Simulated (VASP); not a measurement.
# Si3Ge2Pt (P6/mmm) in VASP: further runs

Runs on Si3Ge2Pt. Level: PBE. Tasks: single point, relaxation of cell and atoms.

Everything below comes from runs of VASP 6.6.1. Logs are shortened: lines on timing, memory, paths and dates and some standing lists are left out, and cuts for length are marked.

### Step 1. The cell of the first run

Symmetry: P6/mmm, No. 191, hexagonal system. Conventional cell: a = 4.746 Å, b = 4.746 Å, c = 9.240 Å, α = 90.00°, β = 90.00°, γ = 120.00°. Si (site symmetry 6mm) has 1 Si at 2.23 Å and 1 Pt at 2.39 Å within 2.9 Å. Si (site symmetry 6/mmm) has 2 Si at 2.23 Å within 2.9 Å. Within 3.6 Å of Ge (site symmetry -6m2) lie 3 Ge at 2.74 Å and 3 Pt at 2.74 Å. Pt (site symmetry 6/mmm) has 2 Si at 2.39 Å and 6 Ge at 2.74 Å within 3.2 Å.

### Step 2. Single point, PBE

INCAR reads:

```
PREC = Accurate ; ENCUT = 520
EDIFF = 1E-7 ; ISMEAR = 0
SIGMA = 0.1 ; LREAL = F
LASPH = T ; NELM = 60
ALGO = Normal ; ISIF = 2
LWAVE = F ; LCHARG = T
GGA = PE ; LELF = T
LVHAR = T ; NBANDS = 34
```

KPOINTS reads:

```
regular mesh
0
Gamma
  6 6 2
```

POSCAR reads:

```
Si3Ge2Pt
1.0
    4.7458081329     -0.0000000039      0.0000000000
   -2.3729040631      4.1099904065      0.0000000000
    0.0000000000      0.0000000000      9.2404364587
Si Ge Pt
3 2 1
Direct
    0.0000000000      0.0000000000      0.7587279154
    0.0000000000      0.0000000000      0.2412720846
    0.0000000000      0.0000000000      0.0000000000
    0.3333333333      0.6666666667      0.5000000000
    0.6666666667      0.3333333333      0.5000000000
    0.0000000000      0.0000000000      0.5000000000
```

Potentials or basis: VASP PAW PBE potentials, release 64 (Si, Ge_d, Pt).

Launch:

```sh
> cat potpaw_PBE.64/Si/POTCAR potpaw_PBE.64/Ge_d/POTCAR potpaw_PBE.64/Pt/POTCAR > POTCAR
> mpirun -np 1 vasp_std > vasp.out
```

OUTCAR:

```text
PREC = Accurate
   ENCUT = 520
   EDIFF = 1E-7
   ISMEAR = 0
   LREAL = F
   LASPH = T
   NELM = 60
   ISIF = 2
   GGA = PE

 ion  position               nearest neighbor table
   1  0.000  0.000  0.759-   3 2.23   6 2.39
   2  0.000  0.000  0.241-   3 2.23   6 2.39
   3  0.000  0.000  0.000-   1 2.23   2 2.23
   4  0.333  0.667  0.500-   5 2.74   5 2.74   6 2.74   6 2.74   6 2.74   5 2.74
   5  0.667  0.333  0.500-   4 2.74   4 2.74   6 2.74   6 2.74   6 2.74   4 2.74
   6  0.000  0.000  0.500-   1 2.39   2 2.39   4 2.74   5 2.74   4 2.74   5 2.74   5 2.74   4 2.74

  LATTYP: Found a hexagonal cell.
 ALAT       =     4.7458081329
 C/A-ratio  =     1.9470733329

  Lattice vectors:

 A1 = (   4.7458081329,  -0.0000000039,   0.0000000000)
 A2 = (  -2.3729040631,   4.1099904065,   0.0000000000)
 A3 = (   0.0000000000,   0.0000000000,   9.2404364587)

Analysis of symmetry for initial positions (statically):
=====================================================================
 Subroutine PRICEL returns:
 Original cell was already a primitive cell.

 Routine SETGRP: Setting up the symmetry group for a
 hexagonal supercell.

 Subroutine GETGRP returns: Found 24 space group operations
 (whereof 24 operations were pure point group operations)
 out of a pool of 24 trial point group operations.

The static configuration has the point symmetry D_6h.

Analysis of symmetry for dynamics (positions and initial velocities):
=====================================================================
 Subroutine PRICEL returns:
 Original cell was already a primitive cell.

 Routine SETGRP: Setting up the symmetry group for a
 hexagonal supercell.

 Subroutine GETGRP returns: Found 24 space group operations
 (whereof 24 operations were pure point group operations)
 out of a pool of 24 trial point group operations.

The dynamic configuration has the point symmetry D_6h.

 Subroutine INISYM returns: Found 24 space group operations
 (whereof 24 operations are pure point group operations),
 and found     1 'primitive' translations

----------------------------------------------------------------------------------------

                                     Primitive cell

  volume of cell :     180.2368

  direct lattice vectors                    reciprocal lattice vectors
     4.745808133 -0.000000004  0.000000000     0.210712269  0.121654785  0.000000000
    -2.372904063  4.109990406  0.000000000     0.000000000  0.243309570  0.000000000
     0.000000000  0.000000000  9.240436459     0.000000000  0.000000000  0.108219996

  length of vectors
     4.745808133  4.745808133  9.240436459     0.243309570  0.243309570  0.108219996

  position of ions in fractional coordinates (direct lattice)
     0.000000000  0.000000000  0.758727915
     0.000000000  0.000000000  0.241272085
     0.000000000  0.000000000  0.000000000
     0.333333333  0.666666667  0.500000000
     0.666666667  0.333333333  0.500000000
     0.000000000  0.000000000  0.500000000

  ion indices of the primitive-cell ions
   primitive index   ion index
                 1           1
                 2           2
                 3           3
                 4           4
                 5           5
                 6           6

----------------------------------------------------------------------------------------

 KPOINTS: regular mesh

Automatic generation of k-mesh.
 Grid dimensions read from file:
 generate k-points for:    6    6    2

 Generating k-lattice:

  Cartesian coordinates                     Fractional coordinates (reciprocal lattice)
     0.035118712  0.020275798  0.000000000     0.166666667  0.000000000  0.000000000
     0.000000000  0.040551595  0.000000000     0.000000000  0.166666667  0.000000000
     0.000000000  0.000000000  0.054109998     0.000000000  0.000000000  0.500000000

  Length of vectors
     0.040551595  0.040551595  0.054109998

  Shift w.r.t. Gamma in fractional coordinates (k-lattice)
     0.000000000  0.000000000  0.000000000

 Subroutine IBZKPT returns following result:
 ===========================================

 Found     14 irreducible k-points:

 Following reciprocal coordinates:
            Coordinates               Weight
  0.000000  0.000000  0.000000      1.000000
  0.166667  0.000000  0.000000      6.000000
  0.333333  0.000000  0.000000      6.000000
  0.500000  0.000000  0.000000      3.000000
  0.166667  0.166667  0.000000      6.000000
  0.333333  0.166667  0.000000     12.000000
  0.333333  0.333333  0.000000      2.000000
  0.000000  0.000000  0.500000      1.000000
  0.166667  0.000000  0.500000      6.000000
  0.333333  0.000000  0.500000      6.000000
  0.500000  0.000000  0.500000      3.000000
  0.166667  0.166667  0.500000      6.000000
  0.333333  0.166667  0.500000     12.000000
  0.333333  0.333333  0.500000      2.000000
   k-points           NKPTS =     14   k-points in BZ     NKDIM =     14   number of bands    NBANDS=     34
   number of dos      NEDOS =    301   number of ions     NIONS =      6
   total plane-waves  NPLWV =  90720
   dimension x,y,z NGX =    36 NGY =   36 NGZ =   70
   dimension x,y,z NGXF=    72 NGYF=   72 NGZF=  140
   ions per type =               3   2   1
   NGX,Y,Z   is equivalent  to a cutoff of  12.61, 12.61, 12.59 a.u.
   NGXF,Y,Z  is equivalent  to a cutoff of  25.22, 25.22, 25.19 a.u.
 SYSTEM =  unknown system
   PREC   = accura    normal or accurate (medium, high low for compatibility)
   ISTART =      0    job   : 0-new  1-cont  2-samecut
   ICHARG =      2    charge: 1-file 2-atom 10-const
   ISPIN  =      1    spin polarized calculation?
   LNONCOLLINEAR =      F non collinear calculations
   LSORBIT =      F    spin-orbit coupling
   LASPH  =      T    aspherical Exc in radial PAW
   ENCUT  =  520.0 eV  38.22 Ry    6.18 a.u.   8.82  8.82 17.18*2*pi/ulx,y,z
   NELM   =     60;   NELMIN=  2; NELMDL= -5     # of ELM steps
   EDIFF  = 0.1E-06   stopping-criterion for ELM
   LREAL  =      F    real-space projection
   EDIFFG = 0.1E-05   stopping-criterion for IOM
   NSW    =      0    number of steps for IOM
   IBRION =     -1    ionic relax: 0-MD 1-quasi-New 2-CG
   NFREE  =      0    steps in history (QN), initial steepest desc. (CG)
   ISIF   =      2    stress and relaxation
   ISYM   =      2    0-nonsym 1-usesym 2-fastsym
   POTIM  = 0.5000    time-step for ionic-motion
   TEBEG  =    0.0;   TEEND  =   0.0 temperature during run
   PSTRESS=    0.0 pullay stress
   NELECT =      50.0000    total number of electrons
   NUPDOWN=      -1.0000    fix difference up-down
   EMIN   =  10.00;   EMAX   =-10.00  energy-range for DOS
   EFERMI =   0.00;   METHOD = LEGACY
   ISMEAR =     0;   SIGMA  =   0.10  broadening in eV -4-tet -1-fermi 0-gaus
   EFERMI_NEDOS =   21; number of points for ismear=-14 and -15
   IALGO  =     38    algorithm
   IMIX   =      4    mixing-type and parameters
     AMIX     =   0.40;   BMIX     =  1.00
     AMIX_MAG =   1.60;   BMIX_MAG =  1.00
  volume/ion in A,a.u.               =      30.04       202.72
  Fermi-wavevector in a.u.,A,eV,Ry     =   1.067703  2.017666 15.510493  1.139989
  Thomas-Fermi vector in A             =   2.203328
   LORBIT       =      0    0 simple, 1 ext, 2 COOP (PROOUT), +10 PAW based schemes
   GGA     = PE    functional components
   LHFCALC =     F    Hartree Fock is set to
   AEXX    =    0.0000 exact exchange contribution
   IVDW    =     0    specifies the selected vdW correction
   LEPSILON=     F    determine dielectric tensor
   LRPA    =     F    only Hartree local field effects (RPA)
 non-spin polarized calculation
 Gauss-broadening in eV      SIGMA  =   0.10
  energy-cutoff  :      520.00
  volume of cell :      180.24
 maximum number of plane-waves:      4882
 NGX is ok and might be reduce to    36
   NGX = 17   NGY = 17   NGZ = 35

 number of electron      50.0000017 magnetization

 Free energy of the ion-electron system (eV)
  ---------------------------------------------------
  ext. energy  EPLUGINS =         0.00000000
  ---------------------------------------------------
  free energy    TOTEN  =       -25.68027022 eV

  energy without entropy =      -25.64493467  energy(sigma->0) =      -25.66260244

 E-fermi :   2.6419     XC(G=0):  -8.2511

 val. band max:        2.6214581435   @ k =   0.1667   0.0000   0.5000
 cond. band min:       2.6701298339   @ k =   0.3333   0.3333   0.5000
 fundamental gap:      0.0486716904
 Fermi energy:         2.6419326185

 k-point     1 :       0.0000    0.0000    0.0000
  band No.  band energies     occupation
      1     -22.5917      2.00000
      2     -22.5374      2.00000
      3     -22.5374      2.00000
      4     -22.5063      2.00000
      5     -22.4931      2.00000
      6     -22.4931      2.00000
[... 26 lines left out ...]
     33       6.0126      0.00000
     34       6.9223      0.00000

 k-point     2 :       0.1667    0.0000    0.0000
  band No.  band energies     occupation
      1     -22.5884      2.00000
      2     -22.5386      2.00000
      3     -22.5354      2.00000
      4     -22.5231      2.00000
      5     -22.4986      2.00000
      6     -22.4952      2.00000
[... 26 lines left out ...]
     33       6.5752      0.00000
     34       6.9674      0.00000

 k-point     3 :       0.3333    0.0000    0.0000
  band No.  band energies     occupation
      1     -22.5801      2.00000
      2     -22.5476      2.00000
      3     -22.5408      2.00000
      4     -22.5304      2.00000
      5     -22.5149      2.00000
      6     -22.5005      2.00000
[... 26 lines left out ...]
     33       7.1429      0.00000
     34       7.8600      0.00000

 k-point     4 :       0.5000    0.0000    0.0000
  band No.  band energies     occupation
      1     -22.5712      2.00000
      2     -22.5632      2.00000
      3     -22.5419      2.00000
      4     -22.5270      2.00000
      5     -22.5214      2.00000
      6     -22.5041      2.00000
[... 26 lines left out ...]
     33       7.0415      0.00000
     34       7.5619      0.00000

 k-point     5 :       0.1667    0.1667    0.0000
  band No.  band energies     occupation
      1     -22.5827      2.00000
      2     -22.5406      2.00000
      3     -22.5397      2.00000
      4     -22.5313      2.00000
      5     -22.5172      2.00000
      6     -22.4995      2.00000
[... 251 lines left out ...]
 k-point    12 :       0.1667    0.1667    0.5000
  band No.  band energies     occupation
      1     -22.5827      2.00000
      2     -22.5406      2.00000
      3     -22.5397      2.00000
      4     -22.5313      2.00000
      5     -22.5172      2.00000
      6     -22.4996      2.00000
[... 26 lines left out ...]
     33       6.6211      0.00000
     34       6.9968      0.00000

 k-point    13 :       0.3333    0.1667    0.5000
  band No.  band energies     occupation
      1     -22.5736      2.00000
      2     -22.5577      2.00000
      3     -22.5426      2.00000
      4     -22.5315      2.00000
      5     -22.5249      2.00000
      6     -22.5062      2.00000
[... 26 lines left out ...]
     33       6.5792      0.00000
     34       8.0284      0.00000

 k-point    14 :       0.3333    0.3333    0.5000
  band No.  band energies     occupation
      1     -22.5655      2.00000
      2     -22.5655      2.00000
      3     -22.5437      2.00000
      4     -22.5427      2.00000
      5     -22.5157      2.00000
      6     -22.5157      2.00000
[... 26 lines left out ...]
     33       6.4922      0.00000
     34       6.4922      0.00000

------------------------ aborting loop because EDIFF is reached ----------------------------------------

  FORCE on cell =-STRESS in cart. coord.  units (eV):
  Direction    XX          YY          ZZ          XY          YZ          ZX
  --------------------------------------------------------------------------------------
  -------------------------------------------------------------------------------------
  Total        0.0440081      0.0440081     -0.1067733     -0.0000000      0.0000000      0.0000000
  in kB        0.3912008      0.3912008     -0.9491385     -0.0000000      0.0000000      0.0000000
  external PRESSURE =      -0.0555789 kB  Pullay stress =       0.0000000 kB

 VOLUME and BASIS-vectors are now :
 -----------------------------------------------------------------------------
  energy-cutoff  :      520.00
  volume of cell :      180.24
      direct lattice vectors                 reciprocal lattice vectors
     4.745808133 -0.000000004  0.000000000     0.210712269  0.121654785  0.000000000
    -2.372904063  4.109990406  0.000000000     0.000000000  0.243309570  0.000000000
     0.000000000  0.000000000  9.240436459     0.000000000  0.000000000  0.108219996

 POSITION                                       TOTAL-FORCE (eV/Angst)
 -----------------------------------------------------------------------------------
      0.00000      0.00000      7.01098         0.000000     -0.000000      0.021983
      0.00000      0.00000      2.22946         0.000000      0.000000     -0.021983
      0.00000      0.00000      0.00000         0.000000      0.000000      0.000000
      0.00000      2.73999      4.62022        -0.000000      0.000000      0.000000
      2.37290      1.37000      4.62022         0.000000     -0.000000      0.000000
      0.00000      0.00000      4.62022         0.000000      0.000000      0.000000
 -----------------------------------------------------------------------------------
    total drift:                                0.000000      0.000000     -0.000000

  FREE ENERGIE OF THE ION-ELECTRON SYSTEM (eV)
  ---------------------------------------------------
  free  energy   TOTEN  =       -25.6802702158 eV

  energy  without entropy=      -25.6449346652  energy(sigma->0) =      -25.66260244
```

It took 80 s on 1 thread of AMD EPYC 7R13 (Zen 3), shared host; peak memory 0.3 GiB.

What came out:

```yaml
Free_energy: -25.6803 eV
Pressure: 0.0 GPa
Largest_force: 0.022 eV/Å
Band_gap_on_the_k_mesh: zero (band 25 reaches 3.32 eV, above the bottom of band 26 at 2.22 eV)
```

Forces in eV/Å, atoms in the order of the input:
```
Si   0.000  0.000  0.022
Si   0.000  0.000 -0.022
Si   0.000  0.000  0.000
Ge   0.000  0.000  0.000
Ge   0.000  0.000  0.000
Pt   0.000  0.000  0.000
```

Levels at points of the mesh, in eV from the Fermi level:
| k point | band 21 | band 22 | band 23 | band 24 | band 25 | band 26 | band 27 | band 28 | band 29 | band 30 |
| --- | --- | --- | --- | --- | --- | --- | --- | --- | --- | --- |
| (0.00, 0.00, 0.00) | -1.28 | -0.91 | -0.91 | 0.39 | 0.68 | 0.68 | 0.99 | 0.99 | 1.17 | 1.54 |
| (0.50, 0.00, 0.00) | -2.44 | -1.61 | -1.58 | -0.71 | -0.32 | -0.25 | 0.72 | 1.15 | 1.81 | 2.11 |
| (0.00, 0.00, 0.50) | -0.70 | -0.70 | -0.63 | 0.07 | 0.08 | 0.08 | 0.99 | 0.99 | 2.23 | 2.23 |
| (0.50, 0.00, 0.50) | -3.83 | -1.51 | -1.49 | -0.33 | -0.27 | 0.26 | 0.48 | 1.01 | 2.39 | 2.91 |

Caveat: spin-orbit coupling is left out, which moves the levels of the heavy elements.

(Part 1 of 2 ends here.)
